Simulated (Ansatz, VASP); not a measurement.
## One calculation of Be, two programs

File INCAR:

```
SYSTEM = Be
PREC     = Accurate       ! precision mode
ENCUT    = 520            ! plane-wave cutoff, eV
EDIFF    = 1E-6           ! SCF threshold, eV
ISMEAR   = -1             ! smearing method
SIGMA    = 0.15           ! smearing width, eV
LREAL    = .FALSE.        ! projectors in reciprocal space
LASPH    = .TRUE.         ! aspherical terms in the spheres
NELM     = 80             ! most SCF steps
ALGO     = Normal         ! electronic algorithm
ISIF     = 2              ! what is computed and relaxed
LWAVE    = .FALSE.        ! write WAVECAR
LCHARG   = .FALSE.        ! write CHGCAR
NBANDS   = 7              ! bands
```

KPOINTS

```
regular mesh
0
G
  17 17 17
  0 0 0
```

Contents of POSCAR:

```
Be
1.0
   -1.2531210000      1.2531210000      1.2531210000
    1.2531210000     -1.2531210000      1.2531210000
    1.2531210000      1.2531210000     -1.2531210000
Be
1
Direct
    0.0000000000      0.0000000000      0.0000000000
```

Input for Ansatz:

```yaml
crystal:
  lattice:
    - [-1.253121, 1.253121, 1.253121]
    - [1.253121, -1.253121, 1.253121]
    - [1.253121, 1.253121, -1.253121]
  atoms:
    - { symbol: Be, position: [0.0, 0.0, 0.0] }
kpoints:
  mp_grid:
    grid: [17, 17, 17]
hamiltonian:
  xc: lda
scf:
  occupations:
    method: fermi_dirac
    width: 0.15
output:
  forces: true
  stress: true
```

Alike in both runs: task single point; functional LDA; k mesh 17 × 17 × 17; occupations fermi-dirac, width 0.15 eV; no spin polarisation.

|  | VASP | Ansatz |
| --- | --- | --- |
| version | VASP 6.6.1 | Ansatz 0.2.0 |
| potentials or method | VASP PAW LDA potentials, release 64 (Be) | plane waves, PAW |
| plane-wave cutoff (eV) | 520 | 420 |
| valence electrons in the cell | 2 | 2 |

```tsv
	VASP	Ansatz	Ansatz less VASP
pressure (GPa)	-5.9	-6.3	-0.39
```

LDA's correlation is that of Perdew and Zunger in VASP and of Perdew and Wang (1992) in Ansatz.
